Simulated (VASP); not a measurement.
**Na8NF7 (a cell with a defect): single point with PBEsol**

System: Na8NF7 (a cell with a defect).

```
CELL_PARAMETERS angstrom
0.00000 4.63000 4.63000
4.63000 0.00000 4.63000
4.63000 4.63000 0.00000
ATOMIC_POSITIONS crystal
N 0.73948 0.25258 0.24654
F 0.25017 0.76655 0.73516
F 0.27346 0.72704 0.24522
F 0.74193 0.25073 0.74949
F 0.21803 0.26929 0.74735
F 0.74622 0.75145 0.23842
F 0.23708 0.25089 0.24376
F 0.74467 0.76340 0.75088
Na 0.00443 0.02885 0.96281
Na 0.49331 0.49957 0.51569
Na 0.00106 0.98631 0.50939
Na 0.51213 0.51417 0.99715
Na 0.00562 0.49763 0.00332
Na 0.49747 0.00043 0.48324
Na 0.52259 0.02116 0.98524
Na 0.00087 0.52318 0.50532
```

- Program: VASP 6.6.1
- Task: single point
- Functional: PBEsol
- Potentials or basis: VASP PAW PBE potentials, release 64 (N, F, Na_pv)
- Cutoff: 520 eV
- k mesh: 1 × 1 × 1, shifted
- Occupations: fermi-dirac, width 0.05 eV
- Spin: no spin polarisation

The pressure is 3.0 GPa and the largest force is 1.039 eV/Å. The band gap on the k mesh is zero (filled and empty bands overlap).

Forces on the atoms (eV/Å):
```
N   -0.033  0.587  0.061
F   -0.021  0.278 -0.218
F    0.627 -0.274  0.124
F    0.111 -0.080  0.655
F   -0.158  0.559  0.567
F    0.173  0.311  0.166
F    0.058  0.281  0.160
F   -0.123 -0.073  0.033
Na  -0.289  0.493 -0.596
Na  -0.004 -0.178  0.157
Na  -0.070 -0.140  0.366
Na  -0.175 -0.873 -0.212
Na   0.215 -0.130  0.280
Na   0.195  0.031 -0.313
Na  -0.040 -0.205 -1.018
Na  -0.466 -0.588 -0.213
```

Stress tensor (GPa, compression positive):
```
 2.13  0.10 -0.13
 0.10  3.27 -0.24
-0.13 -0.24  3.58
```

Levels at points of the mesh, in eV from the Fermi level:
```
           k point  band 51  band 52  band 53  band 54  band 55  band 56  band 57  band 58  band 59  band 60
(0.50, 0.50, 0.50)    -2.37    -2.34    -2.29    -0.27    -0.01     0.01     6.04     6.22     8.90     8.98
(0.50, 0.00, 0.00)    -2.43    -2.31    -2.22    -0.26    -0.01     0.00     6.05     6.21     8.98     9.02
(0.00, 0.00, 0.50)    -2.41    -2.28    -2.22    -0.27     0.00     0.02     6.02     6.25     8.92     8.97
(0.00, 0.50, 0.00)    -2.38    -2.34    -2.22    -0.27    -0.01     0.00     6.04     6.22     8.95     9.08
```

It took 4.4 min on 1 thread of Intel Xeon 8259CL (shared host), peak memory 0.37 GiB.

Caveat: the k points lie up to 1.18 Å⁻¹ apart; the PAW data sets were made with another functional, which shifts forces and pressure a little.
